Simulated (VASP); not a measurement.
Set up this calculation in VASP 6.6.1, as the native input.

| Item | Value |
| --- | --- |
| Task | electric field gradients |
| Functional | PBEsol |
| Potentials or basis | VASP PAW PBE potentials, release 64 (Sn_d) |
| Cutoff | 520 eV |
| k mesh | 6 × 6 × 6 |
| Occupations | gaussian, width 0.1 eV |
| Spin | no spin polarisation |
| Dipole correction | no |
| Further INCAR settings | ALGO = Fast; EDIFF = 1e-08; NBANDS = 13 |

The structure of Sn lies in POSCAR:

```
Sn
1.0
   -1.8946518192      1.8946518192      1.8946518192
    1.8946518192     -1.8946518192      1.8946518192
    1.8946518192      1.8946518192     -1.8946518192
Sn
1
Direct
    0.0000000000      0.0000000000      0.0000000000
```

One way to write it, as run:

INCAR

```
SYSTEM = Sn
  PREC = Accurate
  ENCUT = 520
  EDIFF = 1E-8
  ISMEAR = 0
  SIGMA = 0.1
  LREAL = .FALSE.
  LASPH = .TRUE.
  NELM = 100
  ALGO = Fast
  ISIF = 2
  LWAVE = .FALSE.
  LCHARG = .FALSE.
  GGA = PS
  LEFG = .TRUE.
  NBANDS = 13
```

KPOINTS

```
regular mesh
0
G
  6 6 6
  0 0 0
```

Potentials or basis: VASP PAW PBE potentials, release 64 (Sn_d).

Command:

```console
$ cat potpaw_PBE.64/Sn_d/POTCAR > POTCAR
$ mpirun -np 1 vasp_std > vasp.out
```

It gave:

| Property | Result |
| --- | --- |
| Pressure | -2.2 GPa |
| Band gap on the k mesh | zero (band 7 reaches 15.86 eV, above the bottom of band 8 at 5.45 eV) |

Caveat: the k points lie up to 0.39 Å⁻¹ apart; without QUAD_EFG the Cq values of the log hold for a quadrupole moment of 1 mb, not for the nuclei; the PAW data sets were made with another functional, which shifts forces and pressure a little; spin-orbit coupling is left out, which moves the levels of the heavy elements.

Wall time 9.7 s on 1 thread of AMD EPYC 7R43 64-Core Processor (Zen 3), on a shared host, peak memory 0.1 GiB.
